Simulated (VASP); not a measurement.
# Al3Cu (P4/mmm) in VASP: notebook

Runs on Al3Cu. Level: r2SCAN. Tasks: single point.

Everything below comes from runs of VASP 6.6.1. Logs are shortened: lines on timing, memory, paths and dates and some standing lists are left out, and cuts for length are marked.

## Step 1: The cell of the first run

It takes space group P4/mmm (No. 123, tetragonal). Conventional cell: a = 2.778 Å, b = 2.778 Å, c = 7.513 Å, α = 90.00°, β = 90.00°, γ = 90.00°. Al (site symmetry 4/mmm) has 12 Al at 2.78 to 2.85 Å within 3.7 Å. Within 3.4 Å of Al (site symmetry 4mm) lie 4 Cu at 2.60 Å and 9 Al at 2.78 to 3.40 Å. Within 3.4 Å of Cu (site symmetry 4/mmm) lie 8 Al at 2.60 Å and 4 Cu at 2.78 Å.

## Step 2: Single point, r2SCAN

POSCAR

```
Al3Cu
1.0
    2.7784054294      0.0000000000      0.0000000000
    0.0000000000      2.7784054294      0.0000000000
    0.0000000000      0.0000000000      7.5134034100
Al Cu
3 1
Direct
    0.0000000000      0.0000000000      0.5000000000
    0.5000000000      0.5000000000      0.2261155100
    0.5000000000      0.5000000000      0.7738844900
    0.0000000000      0.0000000000      0.0000000000
```

INCAR.step1

```
ALGO = Normal ; EDIFF = 1E-4
ENCUT = 520 ; GGA = PE
ISMEAR = 0 ; LASPH = T
LCHARG = F ; LREAL = F
LWAVE = T ; NBANDS = 18
NELM = 100 ; PREC = Accurate
SIGMA = 0.1
```

INCAR.step2

```
ALGO = Normal ; EDIFF = 1E-6
ENCUT = 520 ; ISIF = 2
ISMEAR = 0 ; ISTART = 1
LASPH = T ; LCHARG = F
LMIXTAU = T ; LREAL = F
LWAVE = F ; METAGGA = R2SCAN
NBANDS = 18 ; NELM = 100
PREC = Accurate ; SIGMA = 0.1
```

KPOINTS

```
Automatic mesh
0
Gamma
  12 12 6
  0.5 0.5 0.5
```

Potentials or basis: VASP PAW PBE potentials, release 64 (Al, Cu).

Launch:

```
$ cat potpaw_PBE.64/Al/POTCAR potpaw_PBE.64/Cu/POTCAR > POTCAR
$ cp INCAR.step1 INCAR
$ mpirun -np 1 vasp_std > vasp.out
$ cp INCAR.step2 INCAR
$ mpirun -np 1 vasp_std > vasp.out
```

OUTCAR:

```text
EDIFF = 1E-6
   ENCUT = 520
   ISIF = 2
   ISMEAR = 0
   ISTART = 1
   LASPH = T
   LREAL = F
   METAGGA = R2SCAN
   NELM = 100
   PREC = Accurate

 ion  position               nearest neighbor table
   1  0.000  0.000  0.500-   2 2.85   3 2.85   2 2.85   3 2.85   2 2.85   3 2.85   2 2.85   3 2.85

   2  0.500  0.500  0.226-   4 2.60   4 2.60   4 2.60   4 2.60   1 2.85   1 2.85   1 2.85   1 2.85

   3  0.500  0.500  0.774-   4 2.60   4 2.60   4 2.60   4 2.60   1 2.85   1 2.85   1 2.85   1 2.85

   4  0.000  0.000  0.000-   2 2.60   3 2.60   2 2.60   3 2.60   2 2.60   3 2.60   2 2.60   3 2.60

  LATTYP: Found a simple tetragonal cell.
 ALAT       =     2.7784054294
 C/A-ratio  =     2.7042141980

  Lattice vectors:

 A1 = (   2.7784054294,   0.0000000000,   0.0000000000)
 A2 = (   0.0000000000,   2.7784054294,   0.0000000000)
 A3 = (   0.0000000000,   0.0000000000,   7.5134034100)

Analysis of symmetry for initial positions (statically):
=====================================================================
 Subroutine PRICEL returns:
 Original cell was already a primitive cell.

 Routine SETGRP: Setting up the symmetry group for a
 simple tetragonal supercell.

 Subroutine GETGRP returns: Found 16 space group operations
 (whereof 16 operations were pure point group operations)
 out of a pool of 16 trial point group operations.

The static configuration has the point symmetry D_4h.

Analysis of symmetry for dynamics (positions and initial velocities):
=====================================================================
 Subroutine PRICEL returns:
 Original cell was already a primitive cell.

 Routine SETGRP: Setting up the symmetry group for a
 simple tetragonal supercell.

 Subroutine GETGRP returns: Found 16 space group operations
 (whereof 16 operations were pure point group operations)
 out of a pool of 16 trial point group operations.

The dynamic configuration has the point symmetry D_4h.

 Subroutine INISYM returns: Found 16 space group operations
 (whereof 16 operations are pure point group operations),
 and found     1 'primitive' translations

----------------------------------------------------------------------------------------

                                     Primitive cell

  volume of cell :      58.0000

  direct lattice vectors                    reciprocal lattice vectors
     2.778405429  0.000000000  0.000000000     0.359918675  0.000000000  0.000000000
     0.000000000  2.778405429  0.000000000     0.000000000  0.359918675  0.000000000
     0.000000000  0.000000000  7.513403410     0.000000000  0.000000000  0.133095476

  length of vectors
     2.778405429  2.778405429  7.513403410     0.359918675  0.359918675  0.133095476

  position of ions in fractional coordinates (direct lattice)
     0.000000000  0.000000000  0.500000000
     0.500000000  0.500000000  0.226115510
     0.500000000  0.500000000  0.773884490
     0.000000000  0.000000000  0.000000000

  ion indices of the primitive-cell ions
   primitive index   ion index
                 1           1
                 2           2
                 3           3
                 4           4

----------------------------------------------------------------------------------------

 KPOINTS: Automatic mesh

Automatic generation of k-mesh.
 Grid dimensions read from file:
 generate k-points for:   12   12    6

 Generating k-lattice:

  Cartesian coordinates                     Fractional coordinates (reciprocal lattice)
     0.029993223  0.000000000  0.000000000     0.083333333  0.000000000  0.000000000
     0.000000000  0.029993223  0.000000000     0.000000000  0.083333333  0.000000000
     0.000000000  0.000000000  0.022182579     0.000000000  0.000000000  0.166666667

  Length of vectors
     0.029993223  0.029993223  0.022182579

  Shift w.r.t. Gamma in fractional coordinates (k-lattice)
     0.500000000  0.500000000  0.500000000

 Subroutine IBZKPT returns following result:
 ===========================================

 Found     63 irreducible k-points:

 Following reciprocal coordinates:
            Coordinates               Weight
  0.041667  0.041667  0.083333      8.000000
  0.125000  0.041667  0.083333     16.000000
  0.208333  0.041667  0.083333     16.000000
  0.291667  0.041667  0.083333     16.000000
  0.375000  0.041667  0.083333     16.000000
  0.458333  0.041667  0.083333     16.000000
[... 16 lines left out ...]
  0.125000  0.041667  0.250000     16.000000
  0.208333  0.041667  0.250000     16.000000
 [... further k-points ...]
   k-points           NKPTS =     63   k-points in BZ     NKDIM =     63   number of bands    NBANDS=     18
   number of dos      NEDOS =    301   number of ions     NIONS =      4
   total plane-waves  NPLWV =  32256
   dimension x,y,z NGX =    24 NGY =   24 NGZ =   56
   dimension x,y,z NGXF=    48 NGYF=   48 NGZF=  112
   ions per type =               3   1
   NGX,Y,Z   is equivalent  to a cutoff of  14.36, 14.36, 12.39 a.u.
   NGXF,Y,Z  is equivalent  to a cutoff of  28.72, 28.72, 24.78 a.u.
 SYSTEM =  unknown system
   PREC   = accura    normal or accurate (medium, high low for compatibility)
   ISTART =      1    job   : 0-new  1-cont  2-samecut
   ICHARG =      0    charge: 1-file 2-atom 10-const
   ISPIN  =      1    spin polarized calculation?
   LNONCOLLINEAR =      F non collinear calculations
   LSORBIT =      F    spin-orbit coupling
   LASPH  =      T    aspherical Exc in radial PAW
   ENCUT  =  520.0 eV  38.22 Ry    6.18 a.u.   5.17  5.17 13.97*2*pi/ulx,y,z
   NELM   =    100;   NELMIN=  2; NELMDL=  0     # of ELM steps
   EDIFF  = 0.1E-05   stopping-criterion for ELM
   LREAL  =      F    real-space projection
   EDIFFG = 0.1E-04   stopping-criterion for IOM
   NSW    =      0    number of steps for IOM
   IBRION =     -1    ionic relax: 0-MD 1-quasi-New 2-CG
   NFREE  =      0    steps in history (QN), initial steepest desc. (CG)
   ISIF   =      2    stress and relaxation
   ISYM   =      2    0-nonsym 1-usesym 2-fastsym
   POTIM  = 0.5000    time-step for ionic-motion
   TEBEG  =    0.0;   TEEND  =   0.0 temperature during run
   PSTRESS=    0.0 pullay stress
   NELECT =      20.0000    total number of electrons
   NUPDOWN=      -1.0000    fix difference up-down
   EMIN   =  10.00;   EMAX   =-10.00  energy-range for DOS
   EFERMI =   0.00;   METHOD = LEGACY
   ISMEAR =     0;   SIGMA  =   0.10  broadening in eV -4-tet -1-fermi 0-gaus
   EFERMI_NEDOS =   21; number of points for ismear=-14 and -15
   IALGO  =     38    algorithm
   IMIX   =      4    mixing-type and parameters
     AMIX     =   0.40;   BMIX     =  1.00
     AMIX_MAG =   1.60;   BMIX_MAG =  1.00
  volume/ion in A,a.u.               =      14.50        97.85
  Fermi-wavevector in a.u.,A,eV,Ry     =   1.148001  2.169407 17.931197  1.317906
  Thomas-Fermi vector in A             =   2.284678
   LORBIT       =      0    0 simple, 1 ext, 2 COOP (PROOUT), +10 PAW based schemes
   METAGGA = R2SCAN    functional components
   LHFCALC =     F    Hartree Fock is set to
   AEXX    =    0.0000 exact exchange contribution
   IVDW    =     0    specifies the selected vdW correction
   LEPSILON=     F    determine dielectric tensor
   LRPA    =     F    only Hartree local field effects (RPA)
 non-spin polarized calculation
 Gauss-broadening in eV      SIGMA  =   0.10
  energy-cutoff  :      520.00
  volume of cell :       58.00
 maximum number of plane-waves:      1581
 NGX is ok and might be reduce to    24
   NGX = 11   NGY = 11   NGZ = 27

 number of electron      20.0000014 magnetization

 Free energy of the ion-electron system (eV)
  ---------------------------------------------------
  ext. energy  EPLUGINS =         0.00000000
  ---------------------------------------------------
  free energy    TOTEN  =       -31.43089763 eV

  energy without entropy =      -31.42477317  energy(sigma->0) =      -31.42783540

 E-fermi :   8.5946     XC(G=0): -11.7265

 val. band max:        8.5095052579   @ k =   0.4583   0.4583   0.0833
 cond. band min:       8.6131595756   @ k =   0.2917   0.2917   0.2500
 fundamental gap:      0.1036543178
 Fermi energy:         8.5946092865

 k-point     1 :       0.0417    0.0417    0.0833
  band No.  band energies     occupation
      1      -3.3040      2.00000
      2      -1.0128      2.00000
      3      -0.0254      2.00000
      4       3.9346      2.00000
      5       4.0028      2.00000
      6       4.8188      2.00000
[... 10 lines left out ...]
     17      18.2622      0.00000
     18      19.0887      0.00000

 k-point     2 :       0.1250    0.0417    0.0833
  band No.  band energies     occupation
      1      -3.0202      2.00000
      2      -0.7445      2.00000
      3       0.2477      2.00000
      4       3.9805      2.00000
      5       4.0751      2.00000
      6       4.6683      2.00000
[... 10 lines left out ...]
     17      18.4130      0.00000
     18      19.5945      0.00000

 k-point     3 :       0.2083    0.0417    0.0833
  band No.  band energies     occupation
      1      -2.4559      2.00000
      2      -0.2155      2.00000
      3       0.7862      2.00000
      4       4.0474      2.00000
      5       4.1844      2.00000
      6       4.4696      2.00000
[... 10 lines left out ...]
     17      18.9207      0.00000
     18      19.2330      0.00000

 k-point     4 :       0.2917    0.0417    0.0833
  band No.  band energies     occupation
      1      -1.6178      2.00000
      2       0.5551      2.00000
      3       1.5690      2.00000
      4       4.0781      2.00000
      5       4.1913      2.00000
      6       4.3506      2.00000
[... 10 lines left out ...]
     17      18.7541      0.00000
     18      19.7327      0.00000

 k-point     5 :       0.3750    0.0417    0.0833
  band No.  band energies     occupation
      1      -0.5182      2.00000
      2       1.5157      2.00000
      3       2.5305      2.00000
      4       3.6860      2.00000
      5       4.0531      2.00000
      6       4.3223      2.00000
[... 10 lines left out ...]
     17      19.4763      0.00000
     18      20.7573      0.00000

 k-point     6 :       0.4583    0.0417    0.0833
  band No.  band energies     occupation
      1       0.8156      2.00000
      2       2.2961      2.00000
      3       2.5128      2.00000
      4       3.4217      2.00000
      5       3.9389      2.00000
      6       4.2447      2.00000
[... 10 lines left out ...]
     17      20.0613      0.00000
     18      20.6243      0.00000

 k-point     7 :       0.1250    0.1250    0.0833
  band No.  band energies     occupation
      1      -2.7375      2.00000
      2      -0.4786      2.00000
      3       0.5184      2.00000
      4       4.0403      2.00000
      5       4.1361      2.00000
      6       4.6881      2.00000
[... 10 lines left out ...]
     17      20.0241      0.00000
     18      20.4934      0.00000

 k-point     8 :       0.2083    0.1250    0.0833
  band No.  band energies     occupation
      1      -2.1754      2.00000
      2       0.0451      2.00000
      3       1.0510      2.00000
      4       4.1271      2.00000
      5       4.2317      2.00000
      6       4.5038      2.00000
[... 10 lines left out ...]
     17      18.9297      0.00000
     18      20.5045      0.00000
[... 229 lines left out ...]
     17      14.5692      0.00000
     18      14.8082      0.00000

 k-point    20 :       0.4583    0.3750    0.0833
  band No.  band energies     occupation
      1       2.8615      2.00000
      2       3.5332      2.00000
      3       3.7522      2.00000
      4       3.8501      2.00000
      5       4.7830      2.00000
      6       5.0740      2.00000
[... 10 lines left out ...]
     17      13.6894      0.00000
     18      14.5301      0.00000

 k-point    21 :       0.4583    0.4583    0.0833
  band No.  band energies     occupation
      1       3.0159      2.00000
      2       3.7145      2.00000
      3       3.7832      2.00000
      4       4.3821      2.00000
      5       5.2674      2.00000
      6       5.4525      2.00000
[... 10 lines left out ...]
     17      13.0800      0.00000
     18      14.8816      0.00000

 k-point    22 :       0.0417    0.0417    0.2500
  band No.  band energies     occupation
      1      -3.1527      2.00000
      2      -1.7370      2.00000
      3       0.9569      2.00000
      4       3.7998      2.00000
      5       3.9347      2.00000
      6       4.8233      2.00000
[... 10 lines left out ...]
     17      17.8285      0.00000
     18      18.9280      0.00000

 k-point    23 :       0.1250    0.0417    0.2500
  band No.  band energies     occupation
      1      -2.8700      2.00000
      2      -1.4602      2.00000
      3       1.2145      2.00000
      4       3.8745      2.00000
      5       3.9863      2.00000
      6       4.7068      2.00000
[... 10 lines left out ...]
     17      18.3485      0.00000
     18      18.9372      0.00000

 k-point    24 :       0.2083    0.0417    0.2500
  band No.  band energies     occupation
      1      -2.3077      2.00000
      2      -0.9117      2.00000
      3       1.7134      2.00000
      4       3.9594      2.00000
      5       4.0741      2.00000
      6       4.5971      2.00000
[... 10 lines left out ...]
     17      18.2364      0.00000
     18      19.1774      0.00000

 [... further k-points ...]
[... 5 lines left out ...]
  --------------------------------------------------------------------------------------
  -------------------------------------------------------------------------------------
  Total       -0.3069399     -0.3069399      0.8803152      0.0000000      0.0000000     -0.0000000
  in kB       -8.4788322     -8.4788322     24.3176060      0.0000000      0.0000000     -0.0000000
  external PRESSURE =       2.4533139 kB  Pullay stress =       0.0000000 kB

 VOLUME and BASIS-vectors are now :
 -----------------------------------------------------------------------------
  energy-cutoff  :      520.00
  volume of cell :       58.00
      direct lattice vectors                 reciprocal lattice vectors
     2.778405429  0.000000000  0.000000000     0.359918675  0.000000000  0.000000000
     0.000000000  2.778405429  0.000000000     0.000000000  0.359918675  0.000000000
     0.000000000  0.000000000  7.513403410     0.000000000  0.000000000  0.133095476

 POSITION                                       TOTAL-FORCE (eV/Angst)
 -----------------------------------------------------------------------------------
      0.00000      0.00000      3.75670         0.000000      0.000000      0.000000
      1.38920      1.38920      1.69890        -0.000000     -0.000000     -0.153916
      1.38920      1.38920      5.81451         0.000000      0.000000      0.153916
      0.00000      0.00000      0.00000         0.000000      0.000000      0.000000
 -----------------------------------------------------------------------------------
    total drift:                                0.000000      0.000000     -0.000000

  FREE ENERGIE OF THE ION-ELECTRON SYSTEM (eV)
  ---------------------------------------------------
  free  energy   TOTEN  =       -31.4308976345 eV

  energy  without entropy=      -31.4247731667  energy(sigma->0) =      -31.42783540
```

Run time: 1.8 min. Hardware: 1 thread of Intel Xeon 6975P-C (Granite Rapids), shared host; peak memory 0.22 GiB.

Results:

```
Free energy            : -31.4309 eV
Pressure               : 0.2 GPa
Largest force          : 0.154 eV/Å
Band gap on the k mesh : zero (band 10 reaches 12.74 eV, above the bottom of band 11 at 6.97 eV)
```

Forces on the atoms (eV/Å):
```
Al   0.000  0.000  0.000
Al   0.000  0.000 -0.154
Al   0.000  0.000  0.154
Cu   0.000  0.000  0.000
```

Stress tensor (GPa, compression positive):
```
-0.85  0.00  0.00
 0.00 -0.85  0.00
 0.00  0.00  2.43
```

Levels at points of the mesh, in eV from the Fermi level:
| k point | band 7 | band 8 | band 9 | band 10 | band 11 | band 12 | band 13 | band 14 |
| --- | --- | --- | --- | --- | --- | --- | --- | --- |
| (0.04, 0.04, 0.08) | -3.76 | -3.38 | -1.98 | 1.05 | 5.26 | 6.61 | 7.26 | 8.27 |

Caveat: the PAW data sets were made with another functional, which shifts forces and pressure a little.

(Continued in part 2 of 2.)
